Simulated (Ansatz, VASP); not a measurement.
# One calculation of SrO, two programs

Contents of INCAR:

```
SYSTEM = SrO
  PREC = Accurate
  ENCUT = 520
  EDIFF = 1E-6
  ISMEAR = 0
  SIGMA = 0.05
  LREAL = .False.
  LASPH = .True.
  NELM = 100
  ALGO = Normal
  ISIF = 2
  LWAVE = .False.
  LCHARG = .True.
  GGA = CA
  LELF = .True.
  LVHAR = .True.
  NBANDS = 24
```

The input KPOINTS:

```
Automatic mesh
0
Gamma
  9 9 6
  0 0 0
```

The input POSCAR:

```
SrO
1.0
    4.6056064193      0.0000000000      0.0000000000
   -2.3028032097      3.9885721590      0.0000000000
    0.0000000000      0.0000000000      4.4429570777
Sr O
2 2
Direct
    0.3333333333      0.6666666667      0.9381277000
    0.6666666667      0.3333333333      0.4381277000
    0.3333333333      0.6666666667      0.4368723000
    0.6666666667      0.3333333333      0.9368723000
```

Input for Ansatz:

```yaml
crystal:
  lattice:
    - [4.6056064193, 0.0, 0.0]
    - [-2.3028032097, 3.988572159, 0.0]
    - [0.0, 0.0, 4.4429570777]
  atoms:
    - { symbol: Sr, position: [0.3333333333, 0.6666666667, 0.9381277] }
    - { symbol: Sr, position: [0.6666666667, 0.3333333333, 0.4381277] }
    - { symbol: O, position: [0.3333333333, 0.6666666667, 0.4368723] }
    - { symbol: O, position: [0.6666666667, 0.3333333333, 0.9368723] }
basis:
  ecutwfc: 420
kpoints:
  mp_grid: { grid: [9, 9, 6] }
hamiltonian:
  xc: lda
scf:
  occupations: { method: gaussian, width: 0.05 }
output:
  forces: true
  stress: true
  eigenvalues: true
```

Alike in both runs: task single point; functional LDA; k mesh 9 × 9 × 6; occupations gaussian, width 0.05 eV; no spin polarisation.

|  | VASP | Ansatz |
| --- | --- | --- |
| version | VASP 6.6.1 | Ansatz 0.2.0 |
| potentials or method | VASP PAW LDA potentials, release 64 (Sr_sv, O), cutoff 520 eV | scalar-relativistic, plane waves, PAW |
| valence electrons in the cell | 32 | 32 |

```tsv
	VASP	Ansatz	Ansatz less VASP
gap on the k mesh at the Fermi level (eV)	0.92	0.95	+0.031
least direct gap on the mesh (eV)	0.92	0.95	+0.031
pressure (GPa)	7.3	6.4	-0.97
traceless stress, the component that is largest in VASP (GPa)	27.08	25.42	-1.654
rms of the force components (eV/Å)	0.054	0.050	-0.0034
```

LDA's correlation is that of Perdew and Zunger in VASP and of Perdew and Wang (1992) in Ansatz. Atom by atom the forces differ by 0.003 eV/Å (rms over components).
